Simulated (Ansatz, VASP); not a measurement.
## Au in VASP and in Ansatz

INCAR

```
PREC = Accurate
ENCUT = 520
EDIFF = 1E-6
ISMEAR = -1
SIGMA = 0.1
LREAL = F
LASPH = T
NELM = 80
ALGO = Normal
ISIF = 2
LWAVE = F
LCHARG = F
GGA = CA
NBANDS = 12
```

KPOINTS

```
Automatic mesh
0
Gamma
  13 13 13
```

Contents of POSCAR:

```
Au
1.0
    2.7700343495      0.0000000000      0.0000000000
    0.0000000000      2.7700343495      0.0000000000
    0.0000000000      0.0000000000      2.7700343495
Au
1
Direct
    0.0000000000      0.0000000000      0.0000000000
```

Input for Ansatz:

```yaml
crystal:
  lattice:
    - [2.7700343495, 0.0, 0.0]
    - [0.0, 2.7700343495, 0.0]
    - [0.0, 0.0, 2.7700343495]
  atoms:
    - { symbol: Au, position: [0.0, 0.0, 0.0] }
hamiltonian:
  xc: lda
  pseudopotentials:
    kind: paw
    azcp:
      Au: "pseudopotentials/Au.paw.azcp"
basis:
  ecutwfc: 420
  fft_grid_basis: typed
kpoints:
  mp_grid: { grid: [13, 13, 13], shift: [0, 0, 0] }
magnetization:
  spin_polarized: false
scf:
  occupations: { method: fermi_dirac, width: 0.1 }
  lower_state_search: "off"
output:
  stress: true
```

Alike in both runs: task single point; functional LDA; k mesh 13 × 13 × 13; occupations fermi-dirac, width 0.1 eV; no spin polarisation.

|  | VASP | Ansatz |
| --- | --- | --- |
| version | VASP 6.6.1 | Ansatz 0.2.0 |
| potentials or method | VASP PAW LDA potentials, release 64 (Au), cutoff 520 eV | plane waves (420 eV) with PAW, scalar-relativistic |
| valence electrons in the cell | 11 | 19 |

VASP gave:

| Item | Value |
| --- | --- |
| pressure (GPa) | -11.8 |

Question: What did Ansatz give for the same quantities?

Answer: Pressure (GPa): -12.1.

Ansatz warns that its potentials were made for another functional, while VASP's fit it. LDA's correlation is that of Perdew and Zunger in VASP and of Perdew and Wang (1992) in Ansatz. VASP's potentials hold 11 valence electrons a cell and Ansatz's 19, so a difference there can come from the potentials and not from the codes.

Spin-orbit coupling is off throughout.
